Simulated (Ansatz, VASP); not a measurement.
**Two plane-wave programs on Sb3S2**

```
CELL_PARAMETERS angstrom
3.27879 1.89301 4.56658
-3.27879 1.89301 4.56658
0.00000 -3.78603 4.56658
ATOMIC_POSITIONS crystal
Sb 0.25564 0.79987 0.25564
Sb 0.25564 0.25564 0.79987
Sb 0.79987 0.25564 0.25564
S 0.29779 0.29779 0.29779
S 0.95891 0.95891 0.95891
```

Alike in both runs: functional PBE; k mesh 6 × 6 × 6; occupations gaussian, width 0.1 eV; no spin polarisation.

Ansatz relaxed the structure, and its values are those at the end. VASP's run is a single point on that final structure, the one shown.

```csv
,VASP,Ansatz
version,VASP 6.6.1,Ansatz 0.2.0
potentials or method,"VASP PAW PBE potentials, release 64 (Sb, S), cutoff 520 eV","scalar-relativistic, plane waves, PAW"
valence electrons in the cell,27,57
```

|  | VASP | Ansatz | Ansatz less VASP |
| --- | --- | --- | --- |
| gap on the k mesh at the Fermi level (eV) | none | none | - |
| pressure (GPa) | -0.1 | 0.0 | +0.08 |
| rms of the force components (eV/Å) | 0.006 | 0.002 | -0.0045 |

A gap of «none» marks a metal or a gap that the smearing closes. VASP's potentials hold 27 valence electrons a cell and Ansatz's 57, so a difference there can come from the potentials and not from the codes.

Neither program's run includes spin-orbit coupling.
